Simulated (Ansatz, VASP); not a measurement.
# Te2Mo in VASP and in Ansatz

```
Te Mo
1.0
     3.49483   -0.00141   -0.01160
    -1.74863    3.02719   -0.00232
    -0.05756   -0.04649   17.50341
Te Mo
2 1
Direct
  0.32806 0.65279 0.89711
  0.33638 0.65806 0.10343
  0.99918 0.98861 0.00029
```

Alike in both runs: task single point; functional PBEsol; k mesh 6 × 6 × 2; no spin polarisation.

```csv
,VASP,Ansatz
version,VASP 6.6.1,Ansatz 0.2.0
potentials or method,"VASP PAW PBE potentials, release 64 (Te, Mo_sv), cutoff 520 eV","plane waves, PAW"
occupations,"methfessel-paxton of order 1, width 0.1 eV","cold, width 0.1 eV"
valence electrons in the cell,26,46
```

Ansatz gave:

- rms of the force components (eV/Å): 0.026

Problem. What did VASP give for the same quantities?

Solution. rms of the force components (eV/Å): 0.013.

VASP's potentials were made for PBE, not for PBEsol. Atom by atom the forces differ by 0.015 eV/Å (rms over components). VASP's potentials hold 26 valence electrons a cell and Ansatz's 46, so a difference there can come from the potentials and not from the codes.

Neither program's run includes spin-orbit coupling.
